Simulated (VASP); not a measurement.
A run of VASP 6.6.1 is set up as follows.

The input INCAR:

```
ALGO = Normal ; EDIFF = 1E-7
EDIFFG = -0.025 ; ENCUT = 600
GGA = PE ; IBRION = 2
ISIF = 3 ; ISMEAR = 0
LASPH = True ; LCHARG = False
LREAL = False ; LWAVE = False
NELM = 80 ; NSW = 90
PREC = Accurate ; SIGMA = 0.1
```

File KPOINTS:

```
k-points
0
Gamma
  6 6 6
```

Contents of POSCAR:

```
Sb8H
1.0
    6.2334859272      0.0000000000      0.0000000000
    0.0000000000      6.2334859272      0.0000000000
    0.0000000000      0.0000000000      6.2334859272
Sb H
8 1
Direct
   -0.0011957599     -0.0011957599     -0.0011957599
   -0.0011957599     -0.0011957599      0.5011957599
   -0.0011957599      0.5011957599     -0.0011957599
   -0.0011957599      0.5011957599      0.5011957599
    0.5011957599     -0.0011957599     -0.0011957599
    0.5011957599     -0.0011957599      0.5011957599
    0.5011957599      0.5011957599     -0.0011957599
    0.5011957599      0.5011957599      0.5011957599
    0.2500000000      0.2500000000      0.2500000000
```

Potentials or basis: VASP PAW PBE potentials, release 64 (Sb, H).

The run is started by

```bash
$ cat potpaw_PBE.64/Sb/POTCAR potpaw_PBE.64/H/POTCAR > POTCAR
$ mpirun -np 1 vasp_std > vasp.out
```

Question: Estimate the space group after relaxing (to 0.1 Å).

Answer: Pm-3m (No. 221).

Question: Predict the relaxed volume.

Answer: 26.72 Å³/atom.

Question: What does it give for the relaxed cell?

Answer: a = 6.219 Å, b = 6.219 Å, c = 6.219 Å, α = 90.00°, β = 90.00°, γ = 90.00°.

Forces on the atoms (eV/Å):
```
Sb   0.013  0.013  0.013
Sb   0.013  0.013 -0.013
Sb   0.013 -0.013  0.013
Sb   0.013 -0.013 -0.013
Sb  -0.013  0.013  0.013
Sb  -0.013  0.013 -0.013
Sb  -0.013 -0.013  0.013
Sb  -0.013 -0.013 -0.013
H    0.000  0.000  0.000
```

Caveat: the highest band is partly filled, so the run has too few bands.
